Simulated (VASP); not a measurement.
# LiBe (P4/mmm) in VASP: a series of runs

LiBe is run at these levels: r2SCAN; tasks: single point.

Everything below comes from runs of VASP 6.6.1. Logs are shortened: lines on timing, memory, paths and dates and some standing lists are left out, and cuts for length are marked.

### Step 1. The cell of the first run

The structure is tetragonal, space group P4/mmm (No. 123). Conventional cell: a = 2.811 Å, b = 2.811 Å, c = 2.642 Å, α = 90.00°, β = 90.00°, γ = 90.00°. Li (site symmetry 4/mmm) has 8 Be at 2.39 Å and 6 Li at 2.64 to 2.81 Å within 3.2 Å. Be (site symmetry 4/mmm) has 8 Li at 2.39 Å and 6 Be at 2.64 to 2.81 Å within 3.2 Å.

### Step 2. Single point, r2SCAN (strain -0.0600 x Voigt [0, 1, 0, 0, 0, 0])

POSCAR

```
LiBe
1.0
    2.8111530000      0.0000000000      0.0000000000
    0.0000000000      2.6424838200      0.0000000000
    0.0000000000      0.0000000000      2.8111530000
Li Be
1 1
Direct
    0.0000000000      0.0000000000      0.0000000000
    0.5000000000      0.5000000000      0.5000000000
```

INCAR.step1

```
SYSTEM = LiBe
ALGO = Normal ; EDIFF = 1E-4
ENCUT = 520 ; GGA = PE
ISMEAR = 0 ; LASPH = .True.
LCHARG = .False. ; LREAL = .False.
LWAVE = .True. ; NBANDS = 10
NELM = 80 ; PREC = Accurate
SIGMA = 0.15
```

INCAR.step2

```
SYSTEM = LiBe
ALGO = Normal ; EDIFF = 1E-6
ENCUT = 520 ; ISIF = 2
ISMEAR = 0 ; ISTART = 1
LASPH = .True. ; LCHARG = .False.
LMIXTAU = .True. ; LREAL = .False.
LWAVE = .False. ; METAGGA = R2SCAN
NBANDS = 10 ; NELM = 80
PREC = Accurate ; SIGMA = 0.15
```

KPOINTS

```
k-points
0
Gamma
  16 16 16
  0 0 0
```

Potentials or basis: VASP PAW PBE potentials, release 64 (Li_sv, Be).

Command:

```bash
$ cat potpaw_PBE.64/Li_sv/POTCAR potpaw_PBE.64/Be/POTCAR > POTCAR
$ cp INCAR.step1 INCAR
$ mpirun -np 1 vasp_std > vasp.out
$ cp INCAR.step2 INCAR
$ mpirun -np 1 vasp_std > vasp.out
```

OUTCAR:

```text
SYSTEM = LiBe
   EDIFF = 1E-6
   ENCUT = 520
   ISIF = 2
   ISMEAR = 0
   ISTART = 1
   LASPH = .True.
   LREAL = .False.
   METAGGA = R2SCAN
   NELM = 80
   PREC = Accurate

 ion  position               nearest neighbor table
   1  0.000  0.000  0.000-   2 2.39   2 2.39   2 2.39   2 2.39   2 2.39   2 2.39   2 2.39   2 2.39

   2  0.500  0.500  0.500-   1 2.39   1 2.39   1 2.39   1 2.39   1 2.39   1 2.39   1 2.39   1 2.39

  LATTYP: Found a simple tetragonal cell.
 ALAT       =     2.8111530000
 C/A-ratio  =     0.9400000000

  Lattice vectors:

 A1 = (  -2.8111530000,   0.0000000000,   0.0000000000)
 A2 = (   0.0000000000,   0.0000000000,   2.8111530000)
 A3 = (   0.0000000000,   2.6424838200,   0.0000000000)

Analysis of symmetry for initial positions (statically):
=====================================================================
 Subroutine PRICEL returns:
 Original cell was already a primitive cell.

 Routine SETGRP: Setting up the symmetry group for a
 simple tetragonal supercell.

 Subroutine GETGRP returns: Found 16 space group operations
 (whereof 16 operations were pure point group operations)
 out of a pool of 16 trial point group operations.

The static configuration has the point symmetry D_4h.

Analysis of symmetry for dynamics (positions and initial velocities):
=====================================================================
 Subroutine PRICEL returns:
 Original cell was already a primitive cell.

 Routine SETGRP: Setting up the symmetry group for a
 simple tetragonal supercell.

 Subroutine GETGRP returns: Found 16 space group operations
 (whereof 16 operations were pure point group operations)
 out of a pool of 16 trial point group operations.

The dynamic configuration has the point symmetry D_4h.

 Subroutine INISYM returns: Found 16 space group operations
 (whereof 16 operations are pure point group operations),
 and found     1 'primitive' translations

----------------------------------------------------------------------------------------

                                     Primitive cell

  volume of cell :      20.8824

  direct lattice vectors                    reciprocal lattice vectors
     2.811153000  0.000000000  0.000000000     0.355725925  0.000000000  0.000000000
     0.000000000  2.642483820  0.000000000     0.000000000  0.378431835  0.000000000
     0.000000000  0.000000000  2.811153000     0.000000000  0.000000000  0.355725925

  length of vectors
     2.811153000  2.642483820  2.811153000     0.355725925  0.378431835  0.355725925

  position of ions in fractional coordinates (direct lattice)
     0.000000000  0.000000000  0.000000000
     0.500000000  0.500000000  0.500000000

  ion indices of the primitive-cell ions
   primitive index   ion index
                 1           1
                 2           2

----------------------------------------------------------------------------------------

 KPOINTS: k-points

Automatic generation of k-mesh.
 Grid dimensions read from file:
 generate k-points for:   16   16   16

 Generating k-lattice:

  Cartesian coordinates                     Fractional coordinates (reciprocal lattice)
     0.022232870  0.000000000  0.000000000     0.062500000  0.000000000  0.000000000
     0.000000000  0.023651990  0.000000000     0.000000000  0.062500000  0.000000000
     0.000000000  0.000000000  0.022232870     0.000000000  0.000000000  0.062500000

  Length of vectors
     0.022232870  0.023651990  0.022232870

  Shift w.r.t. Gamma in fractional coordinates (k-lattice)
     0.000000000  0.000000000  0.000000000

 Subroutine IBZKPT returns following result:
 ===========================================

 Found    405 irreducible k-points:

 Following reciprocal coordinates:
            Coordinates               Weight
  0.000000  0.000000  0.000000      1.000000
  0.062500  0.000000  0.000000      4.000000
  0.125000  0.000000  0.000000      4.000000
  0.187500  0.000000  0.000000      4.000000
  0.250000  0.000000  0.000000      4.000000
  0.312500  0.000000  0.000000      4.000000
[... 16 lines left out ...]
  0.250000  0.125000  0.000000      8.000000
  0.312500  0.125000  0.000000      8.000000
 [... further k-points ...]
   k-points           NKPTS =    405   k-points in BZ     NKDIM =    405   number of bands    NBANDS=     10
   number of dos      NEDOS =    301   number of ions     NIONS =      2
   total plane-waves  NPLWV =  11520
   dimension x,y,z NGX =    24 NGY =   20 NGZ =   24
   dimension x,y,z NGXF=    48 NGYF=   40 NGZF=   48
   ions per type =               1   1
   NGX,Y,Z   is equivalent  to a cutoff of  14.19, 12.58, 14.19 a.u.
   NGXF,Y,Z  is equivalent  to a cutoff of  28.39, 25.17, 28.39 a.u.
 SYSTEM =  LiBe
   PREC   = accura    normal or accurate (medium, high low for compatibility)
   ISTART =      1    job   : 0-new  1-cont  2-samecut
   ICHARG =      0    charge: 1-file 2-atom 10-const
   ISPIN  =      1    spin polarized calculation?
   LNONCOLLINEAR =      F non collinear calculations
   LSORBIT =      F    spin-orbit coupling
   LASPH  =      T    aspherical Exc in radial PAW
   ENCUT  =  520.0 eV  38.22 Ry    6.18 a.u.   5.23  4.91  5.23*2*pi/ulx,y,z
   NELM   =     80;   NELMIN=  2; NELMDL=  0     # of ELM steps
   EDIFF  = 0.1E-05   stopping-criterion for ELM
   LREAL  =      F    real-space projection
   EDIFFG = 0.1E-04   stopping-criterion for IOM
   NSW    =      0    number of steps for IOM
   IBRION =     -1    ionic relax: 0-MD 1-quasi-New 2-CG
   NFREE  =      0    steps in history (QN), initial steepest desc. (CG)
   ISIF   =      2    stress and relaxation
   ISYM   =      2    0-nonsym 1-usesym 2-fastsym
   POTIM  = 0.5000    time-step for ionic-motion
   TEBEG  =    0.0;   TEEND  =   0.0 temperature during run
   PSTRESS=    0.0 pullay stress
   NELECT =       5.0000    total number of electrons
   NUPDOWN=      -1.0000    fix difference up-down
   EMIN   =  10.00;   EMAX   =-10.00  energy-range for DOS
   EFERMI =   0.00;   METHOD = LEGACY
   ISMEAR =     0;   SIGMA  =   0.15  broadening in eV -4-tet -1-fermi 0-gaus
   EFERMI_NEDOS =   21; number of points for ismear=-14 and -15
   IALGO  =     38    algorithm
   IMIX   =      4    mixing-type and parameters
     AMIX     =   0.40;   BMIX     =  1.00
     AMIX_MAG =   1.60;   BMIX_MAG =  1.00
  volume/ion in A,a.u.               =      10.44        70.46
  Fermi-wavevector in a.u.,A,eV,Ry     =   1.016571  1.921041 14.060487  1.033417
  Thomas-Fermi vector in A             =   2.149922
   LORBIT       =      0    0 simple, 1 ext, 2 COOP (PROOUT), +10 PAW based schemes
   METAGGA = R2SCAN    functional components
   LHFCALC =     F    Hartree Fock is set to
   AEXX    =    0.0000 exact exchange contribution
   IVDW    =     0    specifies the selected vdW correction
   LEPSILON=     F    determine dielectric tensor
   LRPA    =     F    only Hartree local field effects (RPA)
 non-spin polarized calculation
 Gauss-broadening in eV      SIGMA  =   0.15
  energy-cutoff  :      520.00
  volume of cell :       20.88
 maximum number of plane-waves:       580
 NGX is ok and might be reduce to    24
   NGX = 11   NGY =  9   NGZ = 11

 number of electron       5.0000002 magnetization

 Free energy of the ion-electron system (eV)
  ---------------------------------------------------
  ext. energy  EPLUGINS =         0.00000000
  ---------------------------------------------------
  free energy    TOTEN  =        -5.93499919 eV

  energy without entropy =       -5.92917383  energy(sigma->0) =       -5.93208651

 E-fermi :   3.2489     XC(G=0):  -9.9290

 val. band max:        3.2403766952   @ k =   0.4375   0.2500   0.4375
 cond. band min:       3.2527745776   @ k =   0.3125   0.0000   0.0000
 fundamental gap:      0.0123978824
 Fermi energy:         3.2488829881

 k-point     1 :       0.0000    0.0000    0.0000
  band No.  band energies     occupation
      1     -43.0462      2.00000
      2      -3.9239      2.00000
      3       9.6396      0.00000
      4       9.6396      0.00000
      5      11.8096      0.00000
      6      14.0974      0.00000
      7      15.3813      0.00000
      8      25.2415      0.00000
      9      25.6777      0.00000
     10      25.6777      0.00000

 k-point     2 :       0.0625    0.0000    0.0000
  band No.  band energies     occupation
      1     -43.0453      2.00000
      2      -3.8718      2.00000
      3       8.9361      0.00000
      4       9.7089      0.00000
      5      11.8763      0.00000
      6      14.6474      0.00000
      7      15.7391      0.00000
      8      25.1848      0.00000
      9      25.1859      0.00000
     10      25.6134      0.00000

 k-point     3 :       0.1250    0.0000    0.0000
  band No.  band energies     occupation
      1     -43.0430      2.00000
      2      -3.7154      2.00000
      3       7.5320      0.00000
      4       9.9158      0.00000
      5      12.0748      0.00000
      6      15.2054      0.00000
      7      17.1771      0.00000
      8      23.9831      0.00000
      9      25.0285      0.00000
     10      25.4389      0.00000

 k-point     4 :       0.1875    0.0000    0.0000
  band No.  band energies     occupation
      1     -43.0395      2.00000
      2      -3.4552      2.00000
      3       6.0233      0.00000
      4      10.2553      0.00000
      5      12.3995      0.00000
      6      15.6552      0.00000
      7      19.1267      0.00000
      8      22.4890      0.00000
      9      24.2487      0.00000
     10      24.8575      0.00000
[... 222 lines left out ...]
 k-point    22 :       0.1875    0.1250    0.0000
  band No.  band energies     occupation
      1     -43.0342      2.00000
      2      -3.2102      2.00000
      3       6.1356      0.00000
      4      10.0830      0.00000
      5      10.5683      0.00000
      6      17.2105      0.00000
      7      20.5349      0.00000
      8      22.1974      0.00000
      9      22.4918      0.00000
     10      24.5927      0.00000

 k-point    23 :       0.2500    0.1250    0.0000
  band No.  band energies     occupation
      1     -43.0301      2.00000
      2      -2.8447      2.00000
      3       4.7336      0.00000
      4      10.5371      0.00000
      5      11.0267      0.00000
      6      17.8080      0.00000
      7      20.7973      0.00000
      8      21.1141      0.00000
      9      22.0085      0.00000
     10      24.6444      0.00000

 k-point    24 :       0.3125    0.1250    0.0000
  band No.  band energies     occupation
      1     -43.0261      2.00000
      2      -2.3798      2.00000
      3       3.4316      0.08497
      4      11.1036      0.00000
      5      11.5850      0.00000
      6      18.0433      0.00000
      7      19.7383      0.00000
      8      19.7399      0.00000
      9      22.5306      0.00000
     10      24.6941      0.00000

 [... further k-points ...]

------------------------ aborting loop because EDIFF is reached ----------------------------------------

  FORCE on cell =-STRESS in cart. coord.  units (eV):
  Direction    XX          YY          ZZ          XY          YZ          ZX
  --------------------------------------------------------------------------------------
  -------------------------------------------------------------------------------------
  Total        0.4728340      0.8583551      0.4728340      0.0000000      0.0000000      0.0000000
  in kB       36.2775494     65.8561432     36.2775494      0.0000000      0.0000000      0.0000000
  external PRESSURE =      46.1370807 kB  Pullay stress =       0.0000000 kB

 VOLUME and BASIS-vectors are now :
 -----------------------------------------------------------------------------
  energy-cutoff  :      520.00
  volume of cell :       20.88
      direct lattice vectors                 reciprocal lattice vectors
     2.811153000  0.000000000  0.000000000     0.355725925  0.000000000  0.000000000
     0.000000000  2.642483820  0.000000000     0.000000000  0.378431835  0.000000000
     0.000000000  0.000000000  2.811153000     0.000000000  0.000000000  0.355725925

 POSITION                                       TOTAL-FORCE (eV/Angst)
 -----------------------------------------------------------------------------------
      0.00000      0.00000      0.00000         0.000000      0.000000      0.000000
      1.40558      1.32124      1.40558         0.000000      0.000000      0.000000
 -----------------------------------------------------------------------------------
    total drift:                               -0.000000      0.000000      0.000000

  FREE ENERGIE OF THE ION-ELECTRON SYSTEM (eV)
  ---------------------------------------------------
  free  energy   TOTEN  =        -5.9349991918 eV

  energy  without entropy=       -5.9291738281  energy(sigma->0) =       -5.93208651
```

Wall time 3.4 min (1 thread of AMD EPYC 9R45 (Zen 5), shared host); peak memory 0.16 GiB.

What came out:

* Free energy: -5.9350 eV
* Band gap on the k mesh: zero (an odd number of electrons rules out a gap without spin polarisation)

Levels at points of the mesh, in eV from the Fermi level:
```
           k point  band 1  band 2  band 3  band 4  band 5  band 6  band 7  band 8
(0.00, 0.00, 0.00)  -46.30   -7.17    6.39    6.39    8.56   10.85   12.13   21.99
(0.50, 0.00, 0.00)  -46.27   -4.46   -2.54    9.46   11.39   13.61   15.79   16.02
(0.00, 0.50, 0.00)  -46.26   -3.78   -2.34   10.02   10.02   14.19   14.19   16.00
(0.50, 0.50, 0.00)  -46.24   -1.20   -0.95    1.90    6.93   12.03   17.49   17.53
(0.50, 0.00, 0.50)  -46.25   -1.52   -1.52    1.07    6.66   13.23   19.33   19.33
(0.50, 0.50, 0.50)  -46.22    2.38    2.90    2.90    5.37    5.55    5.55    8.15
```

Caveat: the cell differs from its parent crystal (strain -0.0600 x Voigt [0, 1, 0, 0, 0, 0]); the cutoff is under 1.25 times the usual one of these potentials, so pressure, stress and relaxed cells hold a basis-set (Pulay) error; the PAW data sets were made with another functional, which shifts forces and pressure a little.

(Part 1 of 3 ends here.)
